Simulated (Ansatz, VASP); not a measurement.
## Two plane-wave programs on Ru

The input INCAR:

```
SYSTEM = Ru
  PREC = Accurate
  ENCUT = 520
  EDIFF = 1E-6
  ISMEAR = -1
  SIGMA = 0.1
  LREAL = .FALSE.
  LASPH = .TRUE.
  NELM = 100
  ALGO = Normal
  ISIF = 2
  LWAVE = .FALSE.
  LCHARG = .FALSE.
  GGA = B5
  ALDAX = 1.0
  AGGAX = 1.0
  AGGAC = 1.0
  ALDAC = 0.0
  NBANDS = 21
```

The input KPOINTS:

```
regular mesh
0
G
  11 11 11
  0 0 0
```

Contents of POSCAR:

```
Ru
1.0
    0.0000000000      2.8055252422      2.8055252422
    2.8055252422      0.0000000000      2.8055252422
    2.8055252422      2.8055252422      0.0000000000
Ru
2
Direct
    0.1250000000      0.1250000000      0.1250000000
    0.8750000000      0.8750000000      0.8750000000
```

Input for Ansatz:

```yaml
crystal:
  lattice:
    - [0.0, 2.8055252422, 2.8055252422]
    - [2.8055252422, 0.0, 2.8055252422]
    - [2.8055252422, 2.8055252422, 0.0]
  atoms:
    - { symbol: Ru, position: [0.125, 0.125, 0.125] }
    - { symbol: Ru, position: [0.875, 0.875, 0.875] }
hamiltonian:
  xc: blyp
  pseudopotentials:
    kind: paw
    azcp:
      Ru: "pseudopotentials/Ru.paw.azcp"
basis:
  ecutwfc: 420
  fft_grid_basis: typed
kpoints:
  mp_grid: { grid: [11, 11, 11], shift: [0, 0, 0] }
magnetization:
  spin_polarized: false
scf:
  occupations: { method: fermi_dirac, width: 0.1 }
  lower_state_search: "off"
output:
  stress: true
```

Alike in both runs: task single point; functional BLYP; k mesh 11 × 11 × 11; occupations fermi-dirac, width 0.1 eV; no spin polarisation.

```csv
,VASP,Ansatz
version,VASP 6.6.1,Ansatz 0.2.0
potentials or method,"VASP PAW PBE potentials, release 64 (Ru_pv), cutoff 520 eV","plane waves (420 eV) with PAW, scalar-relativistic"
valence electrons in the cell,28,32
```

|  | VASP | Ansatz | Ansatz less VASP |
| --- | --- | --- | --- |
| pressure (GPa) | -4.6 | -5.1 | -0.44 |

VASP's potentials were made for PBE, not for BLYP. The functional is the same, so the differences come from potentials, cutoffs and numerics. VASP's potentials hold 28 valence electrons a cell and Ansatz's 32, so a difference there can come from the potentials and not from the codes.
